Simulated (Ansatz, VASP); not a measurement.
W in VASP and in Ansatz

INCAR

```
SYSTEM = W
PREC = Accurate ; ENCUT = 520
EDIFF = 1E-6 ; ISMEAR = 0
SIGMA = 0.15 ; LREAL = .False.
LASPH = .True. ; NELM = 80
ALGO = Fast ; ISIF = 2
LWAVE = .False. ; LCHARG = .False.
GGA = PS ; NBANDS = 13
```

File KPOINTS:

```
Automatic mesh
0
Gamma
  28 28 28
  0 0 0
```

File POSCAR:

```
W
1.0
    0.0000000000      2.1102742478      1.7937331106
    2.1102742478      0.0000000000      1.7937331106
    2.1102742478      2.1102742478      0.0000000000
W
1
Direct
    0.0000000000      0.0000000000      0.0000000000
```

Input for Ansatz:

```yaml
crystal:
  lattice:
    - [0.0, 2.1102742478, 1.7937331106]
    - [2.1102742478, 0.0, 1.7937331106]
    - [2.1102742478, 2.1102742478, 0.0]
  atoms:
    - { symbol: W, position: [0.0, 0.0, 0.0] }
basis:
  ecutwfc: 420
kpoints:
  mp_grid: { grid: [28, 28, 28] }
hamiltonian:
  xc: pbesol
scf:
  occupations: { method: gaussian, width: 0.15 }
output:
  forces: true
  stress: true
  eigenvalues: true
```

Alike in both runs: task single point; functional PBEsol; k mesh 28 × 28 × 28; occupations gaussian, width 0.15 eV; no spin polarisation.

|  | VASP | Ansatz |
| --- | --- | --- |
| version | VASP 6.6.1 | Ansatz 0.2.0 |
| potentials or method | VASP PAW PBE potentials, release 64 (W_sv), cutoff 520 eV | scalar-relativistic, plane waves, PAW |
| valence electrons in the cell | 14 | 14 |

|  | VASP | Ansatz | Ansatz less VASP |
| --- | --- | --- | --- |
| gap on the k mesh at the Fermi level (eV) | none | none | - |
| pressure (GPa) | -1.2 | -1.8 | -0.61 |
| traceless stress, the component that is largest in VASP (GPa) | -21.07 | -21.03 | +0.042 |

VASP's potentials were made for PBE, not for PBEsol. A gap of «none» marks a metal or a gap that the smearing closes.

Spin-orbit coupling is off throughout.
